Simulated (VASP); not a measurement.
# Pd (Fm-3m) in VASP: single point with PBEsol+D4

Aim: the single point of Pd with PBEsol+D4.

Program: VASP 6.6.1. These are calculated values, not measurements. Logs are shortened: lines on timing, memory, paths and dates and some standing lists are left out, and cuts for length are marked.

**1. The cell of the first run**

It takes space group Fm-3m (No. 225, cubic). Conventional cell: a = 3.856 Å, b = 3.856 Å, c = 3.856 Å, α = 90.00°, β = 90.00°, γ = 90.00°. Within 3.6 Å of Pd (site symmetry m-3m) lie 12 Pd at 2.73 Å.

**2. Single point, PBEsol+D4**

INCAR reads:

```
SYSTEM = Pd
  ALGO = Normal
  EDIFF = 1E-6
  ENCUT = 500
  GGA = PS
  GGA_COMPAT = .FALSE.
  ISIF = 2
  ISMEAR = 0
  IVDW = 13
  LASPH = .TRUE.
  LCHARG = .FALSE.
  LREAL = .FALSE.
  LWAVE = .FALSE.
  NBANDS = 11
  NELM = 120
  PREC = Accurate
  SIGMA = 0.1
```

KPOINTS reads:

```
k-points
0
G
  18 18 18
  0 0 0
```

POSCAR reads:

```
Pd
1.0
    0.0000000000      1.9282490008      1.9282490008
    1.9282490008      0.0000000000      1.9282490008
    1.9282490008      1.9282490008      0.0000000000
Pd
1
Direct
    0.0000000000      0.0000000000      0.0000000000
```

Potentials or basis: VASP PAW PBE potentials, release 64 (Pd).

Command:

```sh
$ cat potpaw_PBE.64/Pd/POTCAR > POTCAR
$ mpirun -np 1 vasp_std > vasp.out
```

OUTCAR:

```text
SYSTEM = Pd
   EDIFF = 1E-6
   ENCUT = 500
   GGA = PS
   ISIF = 2
   ISMEAR = 0
   IVDW = 13
   LASPH = .TRUE.
   LREAL = .FALSE.
   NELM = 120
   PREC = Accurate

 ion  position               nearest neighbor table
   1  0.000  0.000  0.000-

  LATTYP: Found a face centered cubic cell.
 ALAT       =     3.8564980016

  Lattice vectors:

 A1 = (   0.0000000000,   1.9282490008,   1.9282490008)
 A2 = (   1.9282490008,   0.0000000000,   1.9282490008)
 A3 = (   1.9282490008,   1.9282490008,   0.0000000000)

Analysis of symmetry for initial positions (statically):
=====================================================================
 Subroutine PRICEL returns:
 Original cell was already a primitive cell.

 Routine SETGRP: Setting up the symmetry group for a
 face centered cubic supercell.

 Subroutine GETGRP returns: Found 48 space group operations
 (whereof 48 operations were pure point group operations)
 out of a pool of 48 trial point group operations.

The static configuration has the point symmetry O_h .

Analysis of symmetry for dynamics (positions and initial velocities):
=====================================================================
 Subroutine PRICEL returns:
 Original cell was already a primitive cell.

 Routine SETGRP: Setting up the symmetry group for a
 face centered cubic supercell.

 Subroutine GETGRP returns: Found 48 space group operations
 (whereof 48 operations were pure point group operations)
 out of a pool of 48 trial point group operations.

The dynamic configuration has the point symmetry O_h .

 Subroutine INISYM returns: Found 48 space group operations
 (whereof 48 operations are pure point group operations),
 and found     1 'primitive' translations

----------------------------------------------------------------------------------------

                                     Primitive cell

  volume of cell :      14.3390

  direct lattice vectors                    reciprocal lattice vectors
     0.000000000  1.928249001  1.928249001    -0.259302611  0.259302611  0.259302611
     1.928249001  0.000000000  1.928249001     0.259302611 -0.259302611  0.259302611
     1.928249001  1.928249001  0.000000000     0.259302611  0.259302611 -0.259302611

  length of vectors
     2.726955889  2.726955889  2.726955889     0.449125296  0.449125296  0.449125296

  position of ions in fractional coordinates (direct lattice)
     0.000000000  0.000000000  0.000000000

  ion indices of the primitive-cell ions
   primitive index   ion index
                 1           1

----------------------------------------------------------------------------------------

 KPOINTS: k-points

Automatic generation of k-mesh.
 Grid dimensions read from file:
 generate k-points for:   18   18   18

 Generating k-lattice:

  Cartesian coordinates                     Fractional coordinates (reciprocal lattice)
    -0.014405701  0.014405701  0.014405701     0.055555556  0.000000000  0.000000000
     0.014405701 -0.014405701  0.014405701     0.000000000  0.055555556  0.000000000
     0.014405701  0.014405701 -0.014405701     0.000000000  0.000000000  0.055555556

  Length of vectors
     0.024951405  0.024951405  0.024951405

  Shift w.r.t. Gamma in fractional coordinates (k-lattice)
     0.000000000  0.000000000  0.000000000

 Subroutine IBZKPT returns following result:
 ===========================================

 Found    195 irreducible k-points:

 Following reciprocal coordinates:
            Coordinates               Weight
  0.000000  0.000000  0.000000      1.000000
  0.055556  0.000000  0.000000      8.000000
  0.111111  0.000000  0.000000      8.000000
  0.166667  0.000000  0.000000      8.000000
  0.222222  0.000000  0.000000      8.000000
  0.277778  0.000000  0.000000      8.000000
[... 16 lines left out ...]
 -0.277778  0.055556  0.000000     24.000000
 -0.222222  0.055556  0.000000     24.000000
 [... further k-points ...]
   k-points           NKPTS =    195   k-points in BZ     NKDIM =    195   number of bands    NBANDS=     11
   number of dos      NEDOS =    301   number of ions     NIONS =      1
   total plane-waves  NPLWV =   8000
   dimension x,y,z NGX =    20 NGY =   20 NGZ =   20
   dimension x,y,z NGXF=    40 NGYF=   40 NGZF=   40
   ions per type =               1
   NGX,Y,Z   is equivalent  to a cutoff of  12.19, 12.19, 12.19 a.u.
   NGXF,Y,Z  is equivalent  to a cutoff of  24.39, 24.39, 24.39 a.u.
 SYSTEM =  Pd
   PREC   = accura    normal or accurate (medium, high low for compatibility)
   ISTART =      0    job   : 0-new  1-cont  2-samecut
   ICHARG =      2    charge: 1-file 2-atom 10-const
   ISPIN  =      1    spin polarized calculation?
   LNONCOLLINEAR =      F non collinear calculations
   LSORBIT =      F    spin-orbit coupling
   LASPH  =      T    aspherical Exc in radial PAW
   ENCUT  =  500.0 eV  36.75 Ry    6.06 a.u.   4.97  4.97  4.97*2*pi/ulx,y,z
   NELM   =    120;   NELMIN=  2; NELMDL= -5     # of ELM steps
   EDIFF  = 0.1E-05   stopping-criterion for ELM
   LREAL  =      F    real-space projection
   EDIFFG = 0.1E-04   stopping-criterion for IOM
   NSW    =      0    number of steps for IOM
   IBRION =     -1    ionic relax: 0-MD 1-quasi-New 2-CG
   NFREE  =      0    steps in history (QN), initial steepest desc. (CG)
   ISIF   =      2    stress and relaxation
   ISYM   =      2    0-nonsym 1-usesym 2-fastsym
   POTIM  = 0.5000    time-step for ionic-motion
   TEBEG  =    0.0;   TEEND  =   0.0 temperature during run
   PSTRESS=    0.0 pullay stress
   NELECT =      10.0000    total number of electrons
   NUPDOWN=      -1.0000    fix difference up-down
   EMIN   =  10.00;   EMAX   =-10.00  energy-range for DOS
   EFERMI =   0.00;   METHOD = LEGACY
   ISMEAR =     0;   SIGMA  =   0.10  broadening in eV -4-tet -1-fermi 0-gaus
   EFERMI_NEDOS =   21; number of points for ismear=-14 and -15
   IALGO  =     38    algorithm
   IMIX   =      4    mixing-type and parameters
     AMIX     =   0.40;   BMIX     =  1.00
     AMIX_MAG =   1.60;   BMIX_MAG =  1.00
  volume/ion in A,a.u.               =      14.34        96.76
  Fermi-wavevector in a.u.,A,eV,Ry     =   1.451783  2.743472 28.676645  2.107674
  Thomas-Fermi vector in A             =   2.569240
   LORBIT       =      0    0 simple, 1 ext, 2 COOP (PROOUT), +10 PAW based schemes
   GGA     = PS    functional components
   LHFCALC =     F    Hartree Fock is set to
   AEXX    =    0.0000 exact exchange contribution
   IVDW    =    13    specifies the selected vdW correction
   LEPSILON=     F    determine dielectric tensor
   LRPA    =     F    only Hartree local field effects (RPA)
 non-spin polarized calculation
 Gauss-broadening in eV      SIGMA  =   0.10
  energy-cutoff  :      500.00
  volume of cell :       14.34
 maximum number of plane-waves:       375
   NGX =  9   NGY =  9   NGZ =  9

 number of electron      10.0000004 magnetization

 Free energy of the ion-electron system (eV)
  ---------------------------------------------------
  ext. energy  EPLUGINS =         0.00000000
  ---------------------------------------------------
  free energy    TOTEN  =        -5.96780456 eV

  energy without entropy =       -5.95654031  energy(sigma->0) =       -5.96217243

 E-fermi :  10.1109     XC(G=0): -13.5567

 val. band max:       10.1101084072   @ k =  -0.4444   0.3889   0.1111
 cond. band min:      10.1124094249   @ k =   0.5000   0.1111   0.0000
 fundamental gap:      0.0023010177
 Fermi energy:        10.1108534587

 k-point     1 :       0.0000    0.0000    0.0000
  band No.  band energies     occupation
      1       2.6433      2.00000
      2       7.1200      2.00000
      3       7.1200      2.00000
      4       7.1200      2.00000
      5       8.8301      2.00000
      6       8.8301      2.00000
      7      27.2420      0.00000
      8      32.1753      0.00000
      9      32.1753      0.00000
     10      32.1753      0.00000
     11      36.1043      0.00000

 k-point     2 :       0.0556    0.0000    0.0000
  band No.  band energies     occupation
      1       2.7587      2.00000
      2       7.0770      2.00000
      3       7.1611      2.00000
      4       7.1611      2.00000
      5       8.8097      2.00000
      6       8.8097      2.00000
      7      27.3731      0.00000
      8      31.4130      0.00000
      9      32.3142      0.00000
     10      32.3142      0.00000
     11      36.1437      0.00000

 k-point     3 :       0.1111    0.0000    0.0000
  band No.  band energies     occupation
      1       3.0919      2.00000
      2       6.9695      2.00000
      3       7.2687      2.00000
      4       7.2687      2.00000
      5       8.7664      2.00000
      6       8.7664      2.00000
      7      27.6803      0.00000
      8      29.8642      0.00000
      9      32.7103      0.00000
     10      32.7103      0.00000
     11      36.1693      0.00000

 k-point     4 :       0.1667    0.0000    0.0000
  band No.  band energies     occupation
      1       3.5943      2.00000
      2       6.8673      2.00000
      3       7.3895      2.00000
      4       7.3895      2.00000
      5       8.7584      2.00000
      6       8.7584      2.00000
      7      27.4900      0.00000
      8      28.6110      0.00000
      9      33.2933      0.00000
     10      33.2933      0.00000
     11      36.2294      0.00000

 k-point     5 :       0.2222    0.0000    0.0000
  band No.  band energies     occupation
      1       4.1445      2.00000
      2       6.9144      2.00000
      3       7.4426      2.00000
      4       7.4426      2.00000
      5       8.8688      2.00000
      6       8.8688      2.00000
      7      25.7924      0.00000
      8      28.4855      0.00000
      9      33.8874      0.00000
     10      33.8874      0.00000
     11      35.9616      0.00000
[... 211 lines left out ...]
 k-point    21 :      -0.3889    0.0556    0.0000
  band No.  band energies     occupation
      1       4.6778      2.00000
      2       7.1016      2.00000
      3       7.2003      2.00000
      4       9.0518      2.00000
      5       9.7272      2.00000
      6      10.7619      0.00000
      7      19.2605      0.00000
      8      26.9926      0.00000
      9      30.9600      0.00000
     10      32.3364      0.00000
     11      36.1490      0.00000

 k-point    22 :      -0.3333    0.0556    0.0000
  band No.  band energies     occupation
      1       4.7301      2.00000
      2       7.2110      2.00000
      3       7.2987      2.00000
      4       8.2578      2.00000
      5       9.3733      2.00000
      6      10.1182      0.91757
      7      21.1248      0.00000
      8      27.4340      0.00000
      9      31.4669      0.00000
     10      33.5610      0.00000
     11      36.1167      0.00000

 k-point    23 :      -0.2778    0.0556    0.0000
  band No.  band energies     occupation
      1       4.6874      2.00000
      2       7.2667      2.00000
      3       7.4161      2.00000
      4       7.4829      2.00000
      5       8.9981      2.00000
      6       9.6305      2.00000
      7      23.1653      0.00000
      8      27.9664      0.00000
      9      32.1295      0.00000
     10      35.0810      0.00000
     11      35.4203      0.00000

 k-point    24 :      -0.2222    0.0556    0.0000
  band No.  band energies     occupation
      1       4.3976      2.00000
      2       6.8719      2.00000
      3       7.4605      2.00000
      4       7.4983      2.00000
      5       8.6962      2.00000
      6       9.2496      2.00000
      7      25.2041      0.00000
      8      28.3877      0.00000
      9      32.5764      0.00000
     10      34.8775      0.00000
     11      35.3356      0.00000

 [... further k-points ...]

------------------------ aborting loop because EDIFF is reached ----------------------------------------

  DFT-D4 for vdW energy calculation

  Edisp (eV):   -0.29396

  FORCE on cell =-STRESS in cart. coord.  units (eV):
  Direction    XX          YY          ZZ          XY          YZ          ZX
  --------------------------------------------------------------------------------------
  -------------------------------------------------------------------------------------
  Total      -0.02457    -0.02457    -0.02457     0.00000     0.00000    -0.00000
  in kB      -2.74580    -2.74580    -2.74580     0.00000     0.00000    -0.00000
  external pressure =       -2.75 kB  Pullay stress =        0.00 kB

 VOLUME and BASIS-vectors are now :
 -----------------------------------------------------------------------------
  energy-cutoff  :      500.00
  volume of cell :       14.34
      direct lattice vectors                 reciprocal lattice vectors
     0.000000000  1.928249001  1.928249001    -0.259302611  0.259302611  0.259302611
     1.928249001  0.000000000  1.928249001     0.259302611 -0.259302611  0.259302611
     1.928249001  1.928249001  0.000000000     0.259302611  0.259302611 -0.259302611

 POSITION                                       TOTAL-FORCE (eV/Angst)
 -----------------------------------------------------------------------------------
      0.00000      0.00000      0.00000        -0.000000      0.000000     -0.000000
 -----------------------------------------------------------------------------------
    total drift:                                0.000000     -0.000000      0.000000

  FREE ENERGIE OF THE ION-ELECTRON SYSTEM (eV)
  ---------------------------------------------------
  free  energy   TOTEN  =        -6.2617612253 eV

  energy  without entropy=       -6.2504969702  energy(sigma->0) =       -6.25612910
```

Wall time 16 s (1 thread of Intel Xeon Platinum 8488C (Sapphire Rapids), shared host); peak memory 0.14 GiB.

Results:

```
Free energy                : -6.2618 eV
Pressure                   : -0.3 GPa
Band gap on the k mesh     : zero (bands 5 and 6 overlap by 1.66 eV)
Dispersion energy per atom : -0.294 eV
```

Caveat: the PAW data sets were made with another functional, which shifts forces and pressure a little.
